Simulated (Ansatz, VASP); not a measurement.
**Si3N in VASP and in Ansatz**

The input INCAR:

```
ALGO     = Normal         # electronic algorithm
DIPOL    = 0.5 0.5 0.321
EDIFF    = 1E-6           # SCF threshold, eV
ENCUT    = 520            # plane-wave cutoff, eV
GGA      = PE             # functional
IDIPOL   = 3            
ISIF     = 2              # what is computed and relaxed
ISMEAR   = 0              # smearing method
IVDW     = 12             # dispersion correction
LASPH    = T              # aspherical terms in the spheres
LCHARG   = F              # write CHGCAR
LDIPOL   = T            
LREAL    = F              # projectors in reciprocal space
LWAVE    = F              # write WAVECAR
NBANDS   = 27             # bands
NELM     = 60             # most SCF steps
PREC     = Accurate       # precision mode
SIGMA    = 0.05           # smearing width, eV
```

The input KPOINTS:

```
k-points
0
Gamma
  7 5 1
```

File POSCAR:

```
Si3N
1.0
    3.8333442755      0.0000000000      0.0000000000
    0.0000000000      5.4211674636      0.0000000000
    0.0000000000      0.0000000000     22.4877586337
Si N
6 2
Direct
    0.5000000000      0.0000000000      0.1778745523
    0.0000000000      0.2500000000      0.1778745523
    0.0000000000      0.5038839981      0.2608672216
    0.5000000000      0.7461160019      0.2608672216
    0.5000000000      0.0086033066      0.3418641564
    0.0000000000      0.2413966934      0.3418641564
    0.5000000000      0.1752699732      0.4797169344
    0.5000000000      0.1752699732      0.5286324363
```

Input for Ansatz:

```yaml
crystal:
  lattice:
    - [3.8333442755, 0.0, 0.0]
    - [0.0, 5.4211674636, 0.0]
    - [0.0, 0.0, 22.4877586337]
  atoms:
    - { symbol: Si, position: [0.5, 0.0, 0.1778745523] }
    - { symbol: Si, position: [0.0, 0.25, 0.1778745523] }
    - { symbol: Si, position: [0.0, 0.5038839981, 0.2608672216] }
    - { symbol: Si, position: [0.5, 0.7461160019, 0.2608672216] }
    - { symbol: Si, position: [0.5, 0.0086033066, 0.3418641564] }
    - { symbol: Si, position: [0.0, 0.2413966934, 0.3418641564] }
    - { symbol: "N", position: [0.5, 0.1752699732, 0.4797169344] }
    - { symbol: "N", position: [0.5, 0.1752699732, 0.5286324363] }
basis:
  ecutwfc: 420
kpoints:
  mp_grid: { grid: [7, 5, 1] }
hamiltonian:
  xc: pbe
  pseudopotentials: { kind: paw, azcp: { folder: soft_1 } }
  dispersion: d3bj
scf:
  occupations: { method: gaussian, width: 0.05 }
output:
  forces: true
  eigenvalues: true
efield:
  axis: 3
  dipole_correction: true
  ramp_width: 0.04
```

Alike in both runs: task single point; functional PBE; dispersion D3(BJ); k mesh 7 × 5 × 1; occupations gaussian, width 0.05 eV; no spin polarisation.

```csv
,VASP,Ansatz
version,VASP 6.6.1,Ansatz 0.2.0
potentials or method,"VASP PAW PBE potentials, release 64 (Si, N), cutoff 520 eV","scalar-relativistic, plane waves, PAW"
valence electrons in the cell,34,34
```

VASP gave:

| Quantity | Value |
| --- | --- |
| gap on the k mesh at the Fermi level (eV) | none |
| rms of the force components (eV/Å) | 0.646 |

What did Ansatz give for the same quantities?

gap on the k mesh at the Fermi level (eV): none; rms of the force components (eV/Å): 0.200.

Atom by atom the forces differ by 0.519 eV/Å (rms over components). A gap of «none» marks a metal or a gap that the smearing closes. One of these differences is far larger than is usual between the two programs; its cause wasn't traced.

Noted on VASP's run: the standard files for N, O and F lose accuracy on very short bonds.
